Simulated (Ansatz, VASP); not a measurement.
## Two plane-wave programs on Ti

```
Ti
1.0
     2.95000    0.00000    0.00000
    -1.47500    2.55477    0.00000
     0.00000    0.00000    4.68600
Ti
2
Direct
  0.24526 0.49053 0.20198
  0.66667 0.33333 0.75000
```

Alike in both runs: task single point; functional PBEsol; k mesh 18 × 18 × 10; occupations gaussian, width 0.15 eV; no spin polarisation.

|  | VASP | Ansatz |
| --- | --- | --- |
| version | VASP 6.6.1 | Ansatz 0.2.0 |
| potentials or method | VASP PAW PBE potentials, release 64 (Ti_sv), cutoff 520 eV | scalar-relativistic, plane waves, PAW |
| valence electrons in the cell | 24 | 24 |

Ansatz gave:

| Item | Value |
| --- | --- |
| gap on the k mesh at the Fermi level (eV) | none |
| pressure (GPa) | -4.4 |
| traceless stress, the component that is largest in VASP (GPa) | -4.55 |
| rms of the force components (eV/Å) | 0.537 |

Question: Which values does VASP return?

Answer: gap on the k mesh at the Fermi level (eV): none; pressure (GPa): -4.6; traceless stress, the component that is largest in VASP (GPa): -4.51; rms of the force components (eV/Å): 0.536.

VASP's potentials were made for PBE, not for PBEsol. Atom by atom the forces differ by 0.001 eV/Å (rms over components). A gap of «none» marks a metal or a gap that the smearing closes.
